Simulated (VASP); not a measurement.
Crystal: RbAl4Cl.

```
Rb Al Cl
1.0
     5.91630    0.00000    0.00000
    -2.95815    5.12367    0.00000
     0.00000    0.00000    4.32740
Rb Al Cl
1 4 1
Direct
  0.33333 0.66667 0.00000
  0.00000 0.00000 0.00000
  0.33348 0.16674 0.50000
  0.83326 0.16674 0.50000
  0.83326 0.66652 0.50000
  0.66667 0.33333 0.00000
```

```yaml
Program: VASP 6.6.1
Task: relaxation of cell and atoms
Functional: PBE
Potentials_or_basis: VASP PAW PBE potentials, release 64 (Rb_sv, Al, Cl)
Cutoff: 600 eV
k_mesh: 3 × 3 × 4
Occupations: gaussian, width 0.1 eV
Spin: no spin polarisation
```

At the start: pressure 4.6 GPa; volume 21.86 Å³/atom.

Where does the relaxation end?

Over 9 steps the energy falls by 89.4 meV/atom and the volume is 24.39 Å³/atom (+11.6 %); space group P-6m2 (No. 187, to 0.05 Å).

The path:
| step | energy change (eV) | largest force (eV/Å) | pressure (GPa) | volume (Å³) |
| --- | --- | --- | --- | --- |
| 1 | 0.0000 | 0.0704 | 4.58 | 131.18 |
| 2 | -0.2875 | 0.0504 | 0.69 | 143.34 |
| 3 | -0.3312 | 0.0597 | -0.58 | 149.55 |
| 4 | -0.3353 | 0.0403 | -1.02 | 152.15 |
| 5 | -0.4453 | 0.0229 | -0.92 | 151.17 |
| 6 | -0.4789 | 0.1080 | 0.12 | 147.15 |
| 7 | -0.5306 | 0.0182 | -0.60 | 149.31 |
| 8 | -0.5320 | 0.0261 | -0.55 | 149.08 |
| 9 | -0.5365 | 0.0147 | 0.05 | 146.35 |

Final structure:
```
Rb Al Cl
1.0
     5.79143    0.00000    0.00000
    -2.89572    5.01553    0.00000
     0.00000    0.00000    5.03836
Rb Al Cl
1 4 1
Cartesian
  0.0000 3.3437 5.0384
  0.0000 0.0000 5.0384
  1.4581 0.8418 2.5192
  4.3333 0.8418 2.5192
  2.8957 3.3319 2.5192
  2.8957 1.6718 5.0384
```

Caveat: the k points lie up to 0.42 Å⁻¹ apart in the final cell.
